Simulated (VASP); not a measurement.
Runs of VASP 6.6.1 on HfN. The structure is that of space group Fm-3m (No. 225), or close to it. The cells are those of the table. 

```csv
cell,gap on the mesh (eV),pressure (GPa)
"a = 3.279 Å, angles 60.0°, 2 atoms",none,-15.7
"a = 3.150 Å, angles 60.0°, 2 atoms",none,16.1
"a = 3.248 Å, angles 60.0°, 2 atoms",none,(a)
"a = 3.183 Å, angles 60.0°, 2 atoms",none,6.1
```

Alike in all rows: task single point; level PBE; potentials or basis VASP PAW PBE potentials, release 64 (Hf_pv, N); no spin polarisation; k mesh 16 × 16 × 16; cutoff (eV) 520; smearing gaussian 0.1 eV.

Fill in the values left out.

(a) -9.6.

Caveats: spin-orbit coupling is left out, which moves the levels of the heavy elements; the cell stands under tension (at least some runs); the cell stands under pressure (at least some runs).

A k mesh can miss the band edges, and the runs leave out spin-orbit coupling on Hf.

A gap of «none» marks levels without a gap at the run's occupations.
